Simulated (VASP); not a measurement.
Runs of VASP 6.6.1 on BaZrO3. The structure is that of space group Pm-3m (No. 221), or close to it. The cells are those of the table. 

| level | potentials or basis | U | cell | k mesh | cutoff (eV) | smearing | second run | gap on the mesh (eV) | pressure (GPa) |
| --- | --- | --- | --- | --- | --- | --- | --- | --- | --- |
| r2SCAN | VASP PAW PBE potentials, release 64 (Ba_sv, Zr_sv, O) | - | a = 4.106 Å, 5 atoms | 6 × 6 × 6 | 520 | fermi-dirac 0.05 eV | - | (c) | 15.1 |
| PBE | VASP PAW PBE potentials, release 64 (Ba_sv, Zr_sv, O) | - | a = 4.227 Å, 5 atoms | 6 × 6 × 6 | 520 | fermi-dirac 0.05 eV | - | 3.13 | 0.9 |
| PBEsol | VASP PAW PBE potentials, release 64 (Ba_sv, Zr_sv, O) | - | a = 4.045 Å, 5 atoms | 6 × 6 × 6 | 520 | fermi-dirac 0.05 eV | - | 3.30 | 21.8 |
| LDA | VASP PAW LDA potentials, release 64 (Ba_sv, Zr_sv, O) | - | a = 4.246 Å, 5 atoms | 6 × 6 × 6 | 520 | fermi-dirac 0.05 eV | - | 2.99 | -9.5 |
| PBEsol+U | VASP PAW PBE potentials, release 64 (Ba_sv, Zr_sv, O) | Zr d U = 6.0 eV | a = 4.208 Å, 5 atoms | 6 × 6 × 6 | 520 | fermi-dirac 0.05 eV | - | 3.93 | (b) |
| PBE | VASP PAW PBE potentials, release 64 (Ba_sv, Zr_sv, O) | - | a = 4.106 Å, 5 atoms | 6 × 6 × 6 | 520 | fermi-dirac 0.05 eV | - | 3.32 | 17.2 |
| PBEsol | VASP PAW PBE potentials, release 64 (Ba_sv, Zr_sv, O) | - | a = 4.191 Å, 5 atoms | 6 × 6 × 6 | 520 | gaussian 0.01 eV | - | 3.11 | -0.1 |
| BLYP | VASP PAW PBE potentials, release 64 (Ba_sv, Zr_sv, O) | - | a = 4.191 Å, 5 atoms | 6 × 6 × 6 | 520 | fermi-dirac 0.05 eV | - | 3.28 | 10.2 |
| PBEsol+U | VASP PAW PBE potentials, release 64 (Ba_sv, Zr_sv, O) | Zr d U = 2.0 eV | a = 4.189 Å, 5 atoms | 6 × 6 × 6 | 520 | fermi-dirac 0.05 eV | - | 3.39 | 2.3 |
| PBE | VASP PAW PBE potentials, release 64 (Ba_sv, Zr_sv, O_h) | - | a = 4.163 Å, 5 atoms | 6 × 6 × 6 | 910 | fermi-dirac 0.05 eV | hard_potentials | 3.24 | (a) |
| LDA | VASP PAW LDA potentials, release 64 (Ba_sv, Zr_sv, O) | - | a = 4.106 Å, 5 atoms | 6 × 6 × 6 | 520 | fermi-dirac 0.05 eV | - | 3.19 | 7.4 |
| PBE | VASP PAW PBE potentials, release 64 (Ba_sv, Zr_sv, O) | - | a = 4.191 Å, 5 atoms | 5 × 5 × 5 | 520 | fermi-dirac 0.05 eV | - | 3.29 | 5.1 |

Alike in all rows: task single point; no spin polarisation.

**Question.** Estimate the missing entries.

**Answer.** (a) 8.5; (b) 4.1; (c) 3.85.

Caveats: spin-orbit coupling is left out, which moves the levels of the heavy elements; the PAW data sets were made with another functional, which shifts forces and pressure a little (some runs); the cutoff is under 1.25 times the usual one of these potentials, so pressure, stress and relaxed cells hold a basis-set (Pulay) error (some runs).

A k mesh can miss the band edges, and the runs leave out spin-orbit coupling on Ba, Zr.
